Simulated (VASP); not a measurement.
Wanted: the native input for a VASP 6.6.1 run.

```yaml
Task: single point
Functional: LDA
Potentials_or_basis: VASP PAW LDA potentials, release 64 (Zn, O_h)
Cutoff: 1340 eV
k_mesh: 10 × 10 × 10
Occupations: fermi-dirac, width 0.02 eV
Spin: no spin polarisation
Dipole_correction: no
Further_INCAR_settings: ALGO = Normal; EDIFF = 1e-06; NBANDS = 16
```

The structure of ZnO lies in POSCAR:

```
ZnO
1.0
    2.6461709597      0.0000000000      0.0000000000
    0.0000000000      2.6461709597      0.0000000000
    0.0000000000      0.0000000000      2.6461709597
Zn O
1 1
Direct
    0.0000000000      0.0000000000      0.0000000000
    0.5000000000      0.5000000000      0.5000000000
```

These files were run (other wordings do the same):

INCAR

```
ALGO     = Normal         # electronic algorithm
EDIFF    = 1E-6           # SCF threshold, eV
ENCUT    = 1340           # plane-wave cutoff, eV
GGA      = CA             # functional
GGA_COMPAT= False        
ISIF     = 2              # what is computed and relaxed
ISMEAR   = -1             # smearing method
LASPH    = True           # aspherical terms in the spheres
LCHARG   = False          # write CHGCAR
LREAL    = False          # projectors in reciprocal space
LWAVE    = False          # write WAVECAR
NBANDS   = 16             # bands
NELM     = 120            # most SCF steps
PREC     = Accurate       # precision mode
SIGMA    = 0.02           # smearing width, eV
```

KPOINTS

```
k-points
0
Gamma
  10 10 10
```

Potentials or basis: VASP PAW LDA potentials, release 64 (Zn, O_h).

Run with:

```sh
$ cat potpaw_LDA.64/Zn/POTCAR potpaw_LDA.64/O_h/POTCAR > POTCAR
$ mpirun -np 1 vasp_std > vasp.out
```

Results of the run:

```json
{"Pressure": "-6.3 GPa", "Band gap on the k mesh": "zero (bands 9 and 10 overlap by 0.61 eV)"}
```

Caveat: the cell stands under tension; the structure was generated, so it needn't be the stable form of ZnO; semilocal functionals underestimate gaps, and a narrow one can read as zero.

Wall time 16 s on 1 thread of AMD EPYC 9R45 (Zen 5) (shared host), peak memory 0.17 GiB.
